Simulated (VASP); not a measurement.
# EuGeAsH (P4/nmm) in VASP: single point with r2SCAN+U

Aim: the single point of EuGeAsH with r2SCAN+U.

Program: VASP 6.6.1. These are calculated values, not measurements. Logs are shortened: lines on timing, memory, paths and dates and some standing lists are left out, and cuts for length are marked.

**1. The cell of the first run**

Symmetry: P4/nmm, No. 129, tetragonal system. The conventional cell has a = 4.251 Å, b = 4.251 Å, c = 8.138 Å, α = 90.00°, β = 90.00°, γ = 90.00°. Within 3.5 Å of Eu (site symmetry 4mm) lie 4 H at 2.54 Å and 4 Ge at 3.29 Å and 4 As at 3.42 Å. H (site symmetry -4m2) has 4 Eu at 2.54 Å and 4 H at 3.01 Å and 4 Ge at 3.46 Å within 3.5 Å. Within 3.3 Å of Ge (site symmetry 4mm) lie 4 As at 2.51 Å and 4 Eu at 3.29 Å. As (site symmetry -4m2) has 4 Ge at 2.51 Å and 4 As at 3.01 Å and 4 Eu at 3.42 Å within 3.5 Å.

**2. Single point, r2SCAN+U, collinear spin, antiferromagnetic start**

Contents of POSCAR:

```
EuGeAsH
1.0
    4.2505622600      0.0000000000      0.0000000000
    0.0000000000      4.2505622600      0.0000000000
    0.0000000000      0.0000000000      8.1381425200
Eu H Ge As
2 2 2 2
Direct
    0.2500000000      0.2500000000      0.6709000000
    0.7500000000      0.7500000000      0.3291000000
    0.2500000000      0.7500000000      0.5000000000
    0.7500000000      0.2500000000      0.5000000000
    0.2500000000      0.2500000000      0.1643000000
    0.7500000000      0.7500000000      0.8357000000
    0.7500000000      0.2500000000      0.0000000000
    0.2500000000      0.7500000000      0.0000000000
```

Contents of INCAR.step1:

```
  ALGO = Normal
  EDIFF = 1E-4
  ENCUT = 520
  GGA = PE
  ISMEAR = -1
  ISPIN = 2
  LASPH = True
  LCHARG = False
  LDAU = True
  LDAUJ = 0 0 0 0
  LDAUL = 3 -1 -1 -1
  LDAUTYPE = 2
  LDAUU = 4.55 0 0 0
  LMAXMIX = 6
  LREAL = False
  LWAVE = True
  MAGMOM = 7 -7 0 0 0 0 0 0
  NBANDS = 51
  NELM = 150
  PREC = Accurate
  SIGMA = 0.1
```

Contents of INCAR.step2:

```
  ALGO = Normal
  EDIFF = 1E-7
  ENCUT = 520
  ISIF = 2
  ISMEAR = -1
  ISPIN = 2
  ISTART = 1
  LASPH = True
  LCHARG = False
  LDAU = True
  LDAUJ = 0 0 0 0
  LDAUL = 3 -1 -1 -1
  LDAUPRINT = 1
  LDAUTYPE = 2
  LDAUU = 4.55 0 0 0
  LMAXMIX = 6
  LMIXTAU = True
  LORBIT = 11
  LREAL = False
  LWAVE = False
  MAGMOM = 7 -7 0 0 0 0 0 0
  METAGGA = R2SCAN
  NBANDS = 51
  NELM = 150
  PREC = Accurate
  SIGMA = 0.1
```

Contents of KPOINTS:

```
Automatic mesh
0
Gamma
  4 4 3
  0 0 0.5
```

Potentials or basis: VASP PAW PBE potentials, release 64 (Eu, H, Ge_d, As).

Started as:

```
cat potpaw_PBE.64/Eu/POTCAR potpaw_PBE.64/H/POTCAR potpaw_PBE.64/Ge_d/POTCAR potpaw_PBE.64/As/POTCAR > POTCAR
cp INCAR.step1 INCAR
mpirun -np 1 vasp_std > vasp.out
cp INCAR.step2 INCAR
mpirun -np 1 vasp_std > vasp.out
```

OUTCAR:

```text
EDIFF = 1E-7
   ENCUT = 520
   ISIF = 2
   ISMEAR = -1
   ISPIN = 2
   ISTART = 1
   LASPH = True
   LORBIT = 11
   LREAL = False
   METAGGA = R2SCAN
   NELM = 150
   PREC = Accurate

 ion  position               nearest neighbor table
   1  0.250  0.250  0.671-
   2  0.750  0.750  0.329-
   3  0.250  0.750  0.500-
   4  0.750  0.250  0.500-
   5  0.250  0.250  0.164-   7 2.51   8 2.51   8 2.51   7 2.51
   6  0.750  0.750  0.836-   7 2.51   8 2.51   7 2.51   8 2.51
   7  0.750  0.250  0.000-   5 2.51   6 2.51   6 2.51   5 2.51
   8  0.250  0.750  0.000-   5 2.51   6 2.51   5 2.51   6 2.51

  LATTYP: Found a simple tetragonal cell.
 ALAT       =     4.2505622600
 C/A-ratio  =     1.9146037682

  Lattice vectors:

 A1 = (   4.2505622600,   0.0000000000,   0.0000000000)
 A2 = (   0.0000000000,   4.2505622600,   0.0000000000)
 A3 = (   0.0000000000,   0.0000000000,   8.1381425200)

Analysis of symmetry for initial positions (statically):
=====================================================================
 Subroutine PRICEL returns:
 Original cell was already a primitive cell.

 Routine SETGRP: Setting up the symmetry group for a
 simple tetragonal supercell.

 Subroutine GETGRP returns: Found 16 space group operations
 (whereof  4 operations were pure point group operations)
 out of a pool of 16 trial point group operations.

The static configuration has the point symmetry C_2h.
 The point group associated with its full space group is D_4h.

Analysis of symmetry for dynamics (positions and initial velocities):
=====================================================================
 Subroutine PRICEL returns:
 Original cell was already a primitive cell.

 Routine SETGRP: Setting up the symmetry group for a
 simple tetragonal supercell.

 Subroutine GETGRP returns: Found 16 space group operations
 (whereof  4 operations were pure point group operations)
 out of a pool of 16 trial point group operations.

The dynamic configuration has the point symmetry C_2h.
 The point group associated with its full space group is D_4h.

Analysis of structural, dynamic, and magnetic symmetry:
=====================================================================
 Subroutine PRICEL returns:
 Original cell was already a primitive cell.

[... 237 lines left out ...]
  ext. energy  EPLUGINS =         0.00000000
  ---------------------------------------------------
  free energy    TOTEN  =      -144.49354673 eV

  energy without entropy =     -144.46165237  energy(sigma->0) =     -144.47759955

 E-fermi :   5.2069     XC(G=0): -10.8979

 val. band max:        5.0478754681   @ k =   0.2500   0.2500   0.5000
 cond. band min:       5.4963011958   @ k =   0.5000   0.5000   0.1667
 fundamental gap:      0.4484257277
 Fermi energy:         5.2069132728

 spin component 1

 k-point     1 :       0.0000    0.0000    0.1667
  band No.  band energies     occupation
      1     -37.2567      1.00000
      2     -33.5258      1.00000
      3     -20.6618      1.00000
      4     -20.6518      1.00000
      5     -20.6339      1.00000
      6     -20.6308      1.00000
[... 613 lines left out ...]
     48      10.9314      0.00000
     49      10.9316      0.00000
 Fermi energy:         5.2069132728

 spin component 2

 k-point     1 :       0.0000    0.0000    0.1667
  band No.  band energies     occupation
      1     -37.2567      1.00000
      2     -33.5258      1.00000
      3     -20.6618      1.00000
      4     -20.6518      1.00000
      5     -20.6339      1.00000
      6     -20.6308      1.00000
[... 613 lines left out ...]
     48      10.9314      0.00000
     49      10.9315      0.00000
 [bands above 49 left out]

------------------------ aborting loop because EDIFF is reached ----------------------------------------

  FORCE on cell =-STRESS in cart. coord.  units (eV):
  Direction    XX          YY          ZZ          XY          YZ          ZX
  --------------------------------------------------------------------------------------
  -------------------------------------------------------------------------------------
  Total       12.4584794     12.4584794      0.0161787      0.0000000     -0.0000000      0.0000000
  in kB      135.7555411    135.7555411      0.1762931      0.0000000     -0.0000000      0.0000000
  external PRESSURE =      90.5624584 kB  Pullay stress =       0.0000000 kB

 VOLUME and BASIS-vectors are now :
 -----------------------------------------------------------------------------
  energy-cutoff  :      520.00
  volume of cell :      147.03
      direct lattice vectors                 reciprocal lattice vectors
     4.250562260  0.000000000  0.000000000     0.235262993  0.000000000  0.000000000
     0.000000000  4.250562260  0.000000000     0.000000000  0.235262993  0.000000000
     0.000000000  0.000000000  8.138142520     0.000000000  0.000000000  0.122878163

 POSITION                                       TOTAL-FORCE (eV/Angst)
 -----------------------------------------------------------------------------------
      1.06264      1.06264      5.45988        -0.000000     -0.000000     -0.667292
      3.18792      3.18792      2.67826         0.000000     -0.000000      0.667292
      1.06264      3.18792      4.06907        -0.000000      0.000000      0.000000
      3.18792      1.06264      4.06907        -0.000000      0.000000      0.000000
      1.06264      1.06264      1.33710        -0.000000      0.000000      0.334702
      3.18792      3.18792      6.80105        -0.000000     -0.000000     -0.334702
      3.18792      1.06264      0.00000        -0.000000      0.000000      0.000000
      1.06264      3.18792      0.00000        -0.000000      0.000000      0.000000
 -----------------------------------------------------------------------------------
    total drift:                                0.000000     -0.000000     -0.000000

  FREE ENERGIE OF THE ION-ELECTRON SYSTEM (eV)
  ---------------------------------------------------
  free  energy   TOTEN  =      -144.4935467297 eV

  energy  without entropy=     -144.4616523725  energy(sigma->0) =     -144.47759955

 total charge

# of ion       s       p       d       f       tot
--------------------------------------------------
    1        2.036   5.811   0.236   6.824  14.907
    2        2.036   5.811   0.236   6.824  14.907
    3        0.527   0.002   0.000   0.000   0.529
    4        0.527   0.002   0.000   0.000   0.529
    5        1.182   1.209  10.050   0.000  12.442
    6        1.182   1.209  10.050   0.000  12.442
    7        1.308   1.500   0.078   0.000   2.886
    8        1.308   1.500   0.078   0.000   2.886
--------------------------------------------------
tot         10.107  17.045  20.728  13.648  61.529

 magnetization (x)

# of ion       s       p       d       f       tot
--------------------------------------------------
    1       -0.025  -0.195   0.049   6.809   6.639
    2        0.025   0.195  -0.049  -6.809  -6.639
    3        0.000   0.000   0.000   0.000   0.000
    4        0.000   0.000   0.000   0.000   0.000
    5        0.004   0.002  -0.002   0.000   0.004
    6       -0.004  -0.002   0.002   0.000  -0.004
    7        0.000   0.000   0.000   0.000   0.000
    8        0.000   0.000   0.000   0.000   0.000
--------------------------------------------------
tot          0.000   0.000   0.000   0.000   0.000
```

Wall time 13 min (1 thread of AMD EPYC 9R45 (Zen 5), shared host); peak memory 0.4 GiB.

What came out:

```yaml
Free_energy: -144.4935 eV
Pressure: 9.1 GPa
Largest_force: 0.667 eV/Å
Band_gap_on_the_k_mesh: zero (filled and empty bands overlap)
Net_moment: 0.00 μB per cell
Site_moments: Eu +6.64, -6.64; H +0.00; Ge +0.00, -0.00; As +0.00 μB
Valence_electrons_inside_the_program's_atomic_spheres: Eu 14.91; H 0.53; Ge 12.44; As 2.89
```

Forces on the atoms (eV/Å):
```
Eu   0.000  0.000 -0.667
Eu   0.000  0.000  0.667
H    0.000  0.000  0.000
H    0.000  0.000  0.000
Ge   0.000  0.000  0.335
Ge   0.000  0.000 -0.335
As   0.000  0.000  0.000
As   0.000  0.000  0.000
```

Levels at points of the mesh, in eV from the Fermi level:
Spin up:
```tsv
k point	band 33	band 34	band 35	band 36	band 37	band 38	band 39	band 40	band 41	band 42
(0.00, 0.00, 0.50)	-1.53	-1.52	-1.42	-1.42	-0.99	-0.28	0.70	1.30	1.30	1.70
(0.50, 0.00, 0.50)	-1.53	-1.53	-1.49	-1.49	-1.44	0.91	1.16	2.10	2.51	2.69
(0.50, 0.50, 0.50)	-1.54	-1.50	-1.50	0.90	0.90	1.36	1.38	2.57	2.60	2.85
```
Spin down:
```tsv
k point	band 34	band 35	band 36	band 37	band 38	band 39	band 40	band 41
(0.00, 0.00, 0.50)	-1.52	-1.42	-1.42	-0.99	-0.28	0.70	1.30	1.30
(0.50, 0.00, 0.50)	-1.53	-1.49	-1.49	-1.44	0.91	1.16	2.10	2.51
(0.50, 0.50, 0.50)	-1.50	-1.50	0.90	0.90	1.36	1.38	2.57	2.60
```

Eigenvalues of the final occupation matrices:
```csv
site,spin,trace,eigenvalues
site 1 f,1,6.82,0.97 0.97 0.97 0.98 0.98 0.98 0.98
site 1 f,2,0.01,0.00 0.00 0.00 0.00 0.00 0.00 0.00
site 2 f,1,0.01,0.00 0.00 0.00 0.00 0.00 0.00 0.00
site 2 f,2,6.82,0.97 0.97 0.97 0.98 0.98 0.98 0.98
```

Caveat: the k points lie up to 0.37 Å⁻¹ apart, too coarse for converged energies and pressures of a metal; the PAW data sets were made with another functional, which shifts forces and pressure a little; spin-orbit coupling is left out, which moves the levels of the heavy elements. The state reached can hang on the start; a lower one may exist.
